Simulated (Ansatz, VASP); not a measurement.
**One calculation of W, two programs**

INCAR

```
PREC = Accurate
ENCUT = 520
EDIFF = 1E-6
ISMEAR = 0
SIGMA = 0.15
LREAL = F
LASPH = T
NELM = 60
ALGO = Fast
ISIF = 2
LWAVE = F
LCHARG = T
LELF = T
LVHAR = T
NBANDS = 13
```

Contents of KPOINTS:

```
regular mesh
0
Gamma
  22 22 22
```

POSCAR

```
W
1.0
    0.0000000000      2.0914165970      1.7921348820
    2.0914165970      0.0000000000      1.7921348820
    2.0914165970      2.0914165970      0.0000000000
W
1
Direct
    0.0000000000      0.0000000000      0.0000000000
```

Input for Ansatz:

```yaml
crystal:
  lattice:
    - [0.0, 2.091416597, 1.792134882]
    - [2.091416597, 0.0, 1.792134882]
    - [2.091416597, 2.091416597, 0.0]
  atoms:
    - { symbol: W, position: [0.0, 0.0, 0.0] }
basis:
  ecutwfc: 420
kpoints:
  mp_grid: { grid: [22, 22, 22] }
hamiltonian:
  xc: lda
  pseudopotentials: { kind: paw, azcp: { folder: soft_1 } }
scf:
  occupations: { method: gaussian, width: 0.15 }
output:
  forces: true
  stress: true
  eigenvalues: true
```

Alike in both runs: task single point; functional LDA; k mesh 22 × 22 × 22; occupations gaussian, width 0.15 eV; no spin polarisation.

|  | VASP | Ansatz |
| --- | --- | --- |
| version | VASP 6.6.1 | Ansatz 0.2.0 |
| potentials or method | VASP PAW LDA potentials, release 64 (W_sv), cutoff 520 eV | scalar-relativistic, plane waves, PAW |
| valence electrons in the cell | 14 | 14 |

|  | VASP | Ansatz | Ansatz less VASP |
| --- | --- | --- | --- |
| gap on the k mesh at the Fermi level (eV) | none | none | - |
| pressure (GPa) | 0.3 | -1.4 | -1.76 |
| traceless stress, the component that is largest in VASP (GPa) | -21.47 | -21.38 | +0.089 |

Ansatz warns that its potentials were made for another functional, while VASP's fit it. LDA's correlation is that of Perdew and Zunger in VASP and of Perdew and Wang (1992) in Ansatz. A gap of «none» marks a metal or a gap that the smearing closes.

Spin-orbit coupling is off throughout.
